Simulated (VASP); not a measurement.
# CaB6 (Pm-3m) in VASP: notebook

The runs below take CaB6 through single point, relaxation of cell and atoms, with PBE+D3(BJ).

Program: VASP 6.6.1. These are calculated values, not measurements. Logs are shortened: lines on timing, memory, paths and dates and some standing lists are left out, and cuts for length are marked.

## Step 1: The cell of the first run

The structure is cubic, space group Pm-3m (No. 221). Conventional cell: a = 4.117 Å, b = 4.117 Å, c = 4.117 Å, α = 90.00°, β = 90.00°, γ = 90.00°. Ca (site symmetry m-3m) has 24 B at 3.03 Å and 6 Ca at 4.12 Å within 4.2 Å. B (site symmetry 4mm) has 5 B at 1.66 to 1.74 Å within 2.2 Å.

## Step 2: Single point, PBE+D3(BJ)

The input, INCAR:

```
  ALGO = Normal
  EDIFF = 1E-7
  ENCUT = 520
  GGA = PE
  ISIF = 2
  ISMEAR = 0
  IVDW = 12
  LASPH = True
  LCHARG = True
  LELF = True
  LREAL = False
  LVHAR = True
  LWAVE = False
  NBANDS = 23
  NELM = 80
  PREC = Accurate
  SIGMA = 0.01
```

The input, KPOINTS:

```
k-points
0
Gamma
  8 8 8
```

The input, POSCAR:

```
CaB6
1.0
    4.1166126502      0.0000000000      0.0000000000
    0.0000000000      4.1166126502      0.0000000000
    0.0000000000      0.0000000000      4.1166126502
Ca B
1 6
Direct
    0.5000000000      0.5000000000      0.5000000000
    0.0000000000      0.0000000000      0.2986086285
    0.0000000000      0.0000000000      0.7013913715
    0.2986086285      0.0000000000      0.0000000000
    0.7013913715      0.0000000000      0.0000000000
    0.0000000000      0.2986086285      0.0000000000
    0.0000000000      0.7013913715      0.0000000000
```

Potentials or basis: VASP PAW PBE potentials, release 64 (Ca_sv, B).

On the command line:

```sh
cat potpaw_PBE.64/Ca_sv/POTCAR potpaw_PBE.64/B/POTCAR > POTCAR
mpirun -np 1 vasp_std > vasp.out
```

OUTCAR:

```text
EDIFF = 1E-7
   ENCUT = 520
   GGA = PE
   ISIF = 2
   ISMEAR = 0
   IVDW = 12
   LASPH = True
   LREAL = False
   NELM = 80
   PREC = Accurate
 IVDW          = 12

 ion  position               nearest neighbor table
   1  0.500  0.500  0.500-
   2  0.000  0.000  0.299-   3 1.66   4 1.74   5 1.74   6 1.74   7 1.74
   3  0.000  0.000  0.701-   2 1.66   4 1.74   5 1.74   6 1.74   7 1.74
   4  0.299  0.000  0.000-   5 1.66   3 1.74   2 1.74   6 1.74   7 1.74
   5  0.701  0.000  0.000-   4 1.66   3 1.74   2 1.74   6 1.74   7 1.74
   6  0.000  0.299  0.000-   7 1.66   3 1.74   4 1.74   5 1.74   2 1.74
   7  0.000  0.701  0.000-   6 1.66   3 1.74   4 1.74   5 1.74   2 1.74

  LATTYP: Found a simple cubic cell.
 ALAT       =     4.1166126502

  Lattice vectors:

 A1 = (   4.1166126502,   0.0000000000,   0.0000000000)
 A2 = (   0.0000000000,   4.1166126502,   0.0000000000)
 A3 = (   0.0000000000,   0.0000000000,   4.1166126502)

Analysis of symmetry for initial positions (statically):
=====================================================================
 Subroutine PRICEL returns:
 Original cell was already a primitive cell.

 Routine SETGRP: Setting up the symmetry group for a
 simple cubic supercell.

 Subroutine GETGRP returns: Found 48 space group operations
 (whereof 48 operations were pure point group operations)
 out of a pool of 48 trial point group operations.

The static configuration has the point symmetry O_h .

Analysis of symmetry for dynamics (positions and initial velocities):
=====================================================================
 Subroutine PRICEL returns:
 Original cell was already a primitive cell.

 Routine SETGRP: Setting up the symmetry group for a
 simple cubic supercell.

 Subroutine GETGRP returns: Found 48 space group operations
 (whereof 48 operations were pure point group operations)
 out of a pool of 48 trial point group operations.

The dynamic configuration has the point symmetry O_h .

 Subroutine INISYM returns: Found 48 space group operations
 (whereof 48 operations are pure point group operations),
 and found     1 'primitive' translations

[... 104 lines left out ...]
   EDIFF  = 0.1E-06   stopping-criterion for ELM
   LREAL  =      F    real-space projection
   EDIFFG = 0.1E-05   stopping-criterion for IOM
   NSW    =      0    number of steps for IOM
   IBRION =     -1    ionic relax: 0-MD 1-quasi-New 2-CG
   NFREE  =      0    steps in history (QN), initial steepest desc. (CG)
   ISIF   =      2    stress and relaxation
   ISYM   =      2    0-nonsym 1-usesym 2-fastsym
   POTIM  = 0.5000    time-step for ionic-motion
   TEBEG  =    0.0;   TEEND  =   0.0 temperature during run
   PSTRESS=    0.0 pullay stress
   NELECT =      28.0000    total number of electrons
   NUPDOWN=      -1.0000    fix difference up-down
   EMIN   =  10.00;   EMAX   =-10.00  energy-range for DOS
   EFERMI =   0.00;   METHOD = LEGACY
   ISMEAR =     0;   SIGMA  =   0.01  broadening in eV -4-tet -1-fermi 0-gaus
   EFERMI_NEDOS =   21; number of points for ismear=-14 and -15
   IALGO  =     38    algorithm
   IMIX   =      4    mixing-type and parameters
     AMIX     =   0.40;   BMIX     =  1.00
     AMIX_MAG =   1.60;   BMIX_MAG =  1.00
  volume/ion in A,a.u.               =       9.97        67.25
  Fermi-wavevector in a.u.,A,eV,Ry     =   1.207594  2.282021 19.841138  1.458283
  Thomas-Fermi vector in A             =   2.343227
   LORBIT       =      0    0 simple, 1 ext, 2 COOP (PROOUT), +10 PAW based schemes
   GGA     = PE    functional components
   LHFCALC =     F    Hartree Fock is set to
   AEXX    =    0.0000 exact exchange contribution
   IVDW    =    12    specifies the selected vdW correction
   LEPSILON=     F    determine dielectric tensor
   LRPA    =     F    only Hartree local field effects (RPA)
 non-spin polarized calculation
 Gauss-broadening in eV      SIGMA  =   0.01
  energy-cutoff  :      520.00
  volume of cell :       69.76
 maximum number of plane-waves:      1924
 NGX is ok and might be reduce to    32
   NGX = 15   NGY = 15   NGZ = 15

 number of electron      28.0000004 magnetization

 Free energy of the ion-electron system (eV)
  ---------------------------------------------------
  ext. energy  EPLUGINS =         0.00000000
  ---------------------------------------------------
  free energy    TOTEN  =       -44.99730195 eV

  energy without entropy =      -44.99730195  energy(sigma->0) =      -44.99730195

 E-fermi :   4.8481     XC(G=0): -10.6594

 val. band max:        4.8134901861   @ k =   0.3750   0.0000   0.0000
 cond. band min:       4.8817961805   @ k =   0.5000   0.0000   0.0000
 fundamental gap:      0.0683059944
 Fermi energy:         4.8481361207

 k-point     1 :       0.0000    0.0000    0.0000
  band No.  band energies     occupation
      1     -36.2947      2.00000
      2     -17.2835      2.00000
      3     -17.2835      2.00000
      4     -17.2835      2.00000
      5      -9.7688      2.00000
      6      -2.1685      2.00000
[... 613 lines left out ...]
     22      11.8320      0.00000
     23      12.8828      0.00000

 [... further k-points ...]

------------------------ aborting loop because EDIFF is reached ----------------------------------------

 Edisp (eV)   -1.55864

 E8    (eV) :    -0.6027

  FORCE on cell =-STRESS in cart. coord.  units (eV):
  Direction    XX          YY          ZZ          XY          YZ          ZX
  --------------------------------------------------------------------------------------
  -------------------------------------------------------------------------------------
  Total       0.04206     0.04206     0.04206     0.00000    -0.00000     0.00000
  in kB       0.96602     0.96602     0.96602     0.00000    -0.00000     0.00000
  external pressure =        0.97 kB  Pullay stress =        0.00 kB

 VOLUME and BASIS-vectors are now :
 -----------------------------------------------------------------------------
  energy-cutoff  :      520.00
  volume of cell :       69.76
      direct lattice vectors                 reciprocal lattice vectors
     4.116612650  0.000000000  0.000000000     0.242918167  0.000000000  0.000000000
     0.000000000  4.116612650  0.000000000     0.000000000  0.242918167  0.000000000
     0.000000000  0.000000000  4.116612650     0.000000000  0.000000000  0.242918167

 POSITION                                       TOTAL-FORCE (eV/Angst)
 -----------------------------------------------------------------------------------
      2.05831      2.05831      2.05831         0.000000      0.000000      0.000000
      0.00000      0.00000      1.22926         0.000000      0.000000      0.018702
      0.00000      0.00000      2.88736        -0.000000     -0.000000     -0.018702
      1.22926      0.00000      0.00000         0.018702     -0.000000      0.000000
      2.88736      0.00000      0.00000        -0.018702      0.000000      0.000000
      0.00000      1.22926      0.00000         0.000000      0.018702      0.000000
      0.00000      2.88736      0.00000        -0.000000     -0.018702      0.000000
 -----------------------------------------------------------------------------------
    total drift:                                0.000000      0.000000     -0.000000

  FREE ENERGIE OF THE ION-ELECTRON SYSTEM (eV)
  ---------------------------------------------------
  free  energy   TOTEN  =       -46.5559444658 eV

  energy  without entropy=      -46.5559444650  energy(sigma->0) =      -46.55594447
```

OSZICAR:

```text
N       E                     dE             d eps       ncg     rms          rms(c)
DAV:   1     0.146993751183E+03    0.14699E+03   -0.13218E+04  1610   0.114E+03
DAV:   2    -0.419548798359E+02   -0.18895E+03   -0.18214E+03  2072   0.286E+02
DAV:   3    -0.502089605309E+02   -0.82541E+01   -0.82109E+01  2740   0.531E+01
DAV:   4    -0.503448965384E+02   -0.13594E+00   -0.13570E+00  2211   0.565E+00
DAV:   5    -0.503492292172E+02   -0.43327E-02   -0.43323E-02  2458   0.795E-01    0.103E+01
DAV:   6    -0.458122132142E+02    0.45370E+01   -0.54918E+00  2038   0.119E+01    0.533E+00
DAV:   7    -0.450178264342E+02    0.79439E+00   -0.44642E+00  2070   0.907E+00    0.154E+00
DAV:   8    -0.450593486676E+02   -0.41522E-01   -0.10723E+00  1990   0.543E+00    0.102E+00
DAV:   9    -0.449991619330E+02    0.60187E-01   -0.14281E-01  1966   0.188E+00    0.241E-01
DAV:  10    -0.449970660050E+02    0.20959E-02   -0.34720E-02  2002   0.871E-01    0.143E-01
DAV:  11    -0.449972893551E+02   -0.22335E-03   -0.43442E-03  1904   0.356E-01    0.453E-02
DAV:  12    -0.449973476711E+02   -0.58316E-04   -0.16419E-04  2092   0.724E-02    0.321E-02
DAV:  13    -0.449973016941E+02    0.45977E-04   -0.19648E-04  1991   0.715E-02    0.550E-03
DAV:  14    -0.449973017116E+02   -0.17531E-07   -0.12107E-05  2101   0.192E-02    0.237E-03
DAV:  15    -0.449973020809E+02   -0.36932E-06   -0.66025E-07  1935   0.414E-03    0.850E-04
DAV:  16    -0.449973019482E+02    0.13274E-06   -0.20468E-07  1645   0.238E-03    0.223E-04
DAV:  17    -0.449973019492E+02   -0.10093E-08   -0.18635E-08   966   0.789E-04
   1 F= -.46555944E+02 E0= -.46555944E+02  d E =-.801785E-09
```

stdout:

```text
POSCAR found type information on POSCAR CaB
 POSCAR found :  2 types and       7 ions
 scaLAPACK will be used
 LDA part: xc-table for (Slater+PW92), standard interpolation
 POSCAR, INCAR and KPOINTS ok, starting setup
 FFT: planning ... GRIDC
 FFT: planning ... GRID_SOFT
 FFT: planning ... GRID
 WAVECAR not read
 entering main loop
```

Run time: 56 s. Hardware: 1 thread of Intel Xeon 8259CL, shared host; peak memory 0.21 GiB.

Results:

| Item | Value |
| --- | --- |
| Free energy | -46.5559 eV |
| Pressure | 0.1 GPa |
| Largest force | 0.019 eV/Å |
| Band gap on the k mesh | 0.07 eV (least direct gap 0.12 eV) |
| Dispersion energy per atom | -0.223 eV |

Forces in eV/Å, atoms in the order of the input:
```
Ca   0.000  0.000  0.000
B    0.000  0.000  0.019
B    0.000  0.000 -0.019
B    0.019  0.000  0.000
B   -0.019  0.000  0.000
B    0.000  0.019  0.000
B    0.000 -0.019  0.000
```

Levels at points of the mesh, in eV from the valence-band top:
| k point | band 10 | band 11 | band 12 | band 13 | band 14 | band 15 | band 16 | band 17 | band 18 | band 19 |
| --- | --- | --- | --- | --- | --- | --- | --- | --- | --- | --- |
| (0.00, 0.00, 0.00) | -5.36 | -5.36 | -0.33 | -0.33 | -0.33 | 2.83 | 2.83 | 2.83 | 3.40 | 3.40 |
| (0.50, 0.00, 0.00) | -4.95 | -2.43 | -2.43 | -1.81 | -0.14 | 0.07 | 3.23 | 3.23 | 3.83 | 3.95 |
| (0.50, 0.50, 0.00) | -5.04 | -2.76 | -2.76 | -1.50 | -1.50 | 3.10 | 3.10 | 4.10 | 4.42 | 4.42 |
| (0.50, 0.50, 0.50) | -4.44 | -4.44 | -1.10 | -1.10 | -1.10 | 4.34 | 4.80 | 4.80 | 4.91 | 4.91 |

A k mesh can miss the band edges.

## Step 3: Relaxation of cell and atoms, PBE+D3(BJ)

This run uses another cell than the first one, of 10.19 Å³/atom.

The input, INCAR:

```
SYSTEM = CaB6
PREC = Accurate ; ENCUT = 600
EDIFF = 1E-7 ; ISMEAR = 0
SIGMA = 0.01 ; LREAL = .False.
LASPH = .True. ; NELM = 100
ALGO = Normal ; ISIF = 3
LWAVE = .False. ; LCHARG = .False.
GGA = PE ; IVDW = 12
IBRION = 2 ; NSW = 70
EDIFFG = -0.005
```

The input, KPOINTS:

```
Automatic mesh
0
Gamma
  8 8 8
  0 0 0
```

The input, POSCAR:

```
CaB6
1.0
    4.1477324288      0.0000000000      0.0000000000
    0.0000000000      4.1477324288      0.0000000000
    0.0000000000      0.0000000000      4.1477324288
Ca B
1 6
Direct
    0.5000000000      0.5000000000      0.5000000000
    0.0000000000      0.0000000000      0.2982058713
    0.0000000000      0.0000000000      0.7017941287
    0.2982058713      0.0000000000      0.0000000000
    0.7017941287      0.0000000000      0.0000000000
    0.0000000000      0.2982058713      0.0000000000
    0.0000000000      0.7017941287      0.0000000000
```

Potentials or basis: VASP PAW PBE potentials, release 64 (Ca_sv, B).

On the command line:

```sh
cat potpaw_PBE.64/Ca_sv/POTCAR potpaw_PBE.64/B/POTCAR > POTCAR
mpirun -np 1 vasp_std > vasp.out
```

It took 3.3 min on 1 thread of Intel Xeon 8259CL, shared host; peak memory 0.25 GiB.

It converged, with:

| Property | Result |
| --- | --- |
| Free energy | -46.5622 eV |
| Relaxed volume | 9.97 Å³/atom |
| Relaxed cell | a = 4.117 Å, b = 4.117 Å, c = 4.117 Å, α = 90.00°, β = 90.00°, γ = 90.00° |
| Space group after relaxing (to 0.1 Å) | Pm-3m (No. 221) |
| Energy gained by relaxing | 2.3 meV/atom |
| Ionic steps | 5 |
| Pressure after relaxing | 0.0 GPa |
| Band gap on the k mesh | 0.07 eV (least direct gap 0.12 eV) |
| Dispersion energy per atom | -0.223 eV |

The path:
```csv
step,energy change (eV),largest force (eV/Å),pressure (GPa),volume (Å³)
1,0.0000,0.0195,-3.28,71.36
2,-0.0136,0.1104,1.42,69.22
3,-0.0161,0.0849,0.04,69.81
4,-0.0150,0.1815,-0.05,69.74
5,-0.0164,0.0002,0.01,69.79
```

Final structure:
```cif
data_structure
_symmetry_space_group_name_H-M 'P 1'
_symmetry_Int_Tables_number 1
_cell_length_a 4.1172
_cell_length_b 4.1172
_cell_length_c 4.1172
_cell_angle_alpha 90.000
_cell_angle_beta 90.000
_cell_angle_gamma 90.000
_cell_volume 69.79
loop_
_atom_site_label
_atom_site_type_symbol
_atom_site_fract_x
_atom_site_fract_y
_atom_site_fract_z
_atom_site_occupancy
Ca1 Ca 0.50000 0.50000 0.50000 1
B1 B 0.00000 0.00000 0.29867 1
B2 B 0.00000 0.00000 0.70133 1
B3 B 0.29867 0.00000 0.00000 1
B4 B 0.70133 0.00000 0.00000 1
B5 B 0.00000 0.29867 0.00000 1
B6 B 0.00000 0.70133 0.00000 1
```

Levels at points of the mesh, in eV from the valence-band top:
| k point | band 10 | band 11 | band 12 | band 13 | band 14 | band 15 | band 16 | band 17 | band 18 |
| --- | --- | --- | --- | --- | --- | --- | --- | --- | --- |
| (0.00, 0.00, 0.00) | -5.36 | -5.36 | -0.33 | -0.33 | -0.33 | 2.82 | 2.82 | 2.82 | 3.39 |
| (0.50, 0.00, 0.00) | -4.95 | -2.43 | -2.43 | -1.82 | -0.14 | 0.07 | 3.23 | 3.23 | 3.83 |
| (0.50, 0.50, 0.00) | -5.05 | -2.76 | -2.76 | -1.51 | -1.51 | 3.10 | 3.10 | 4.09 | 4.42 |
| (0.50, 0.50, 0.50) | -4.44 | -4.44 | -1.11 | -1.11 | -1.11 | 4.33 | 4.80 | 4.80 | 4.91 |

A k mesh can miss the band edges.
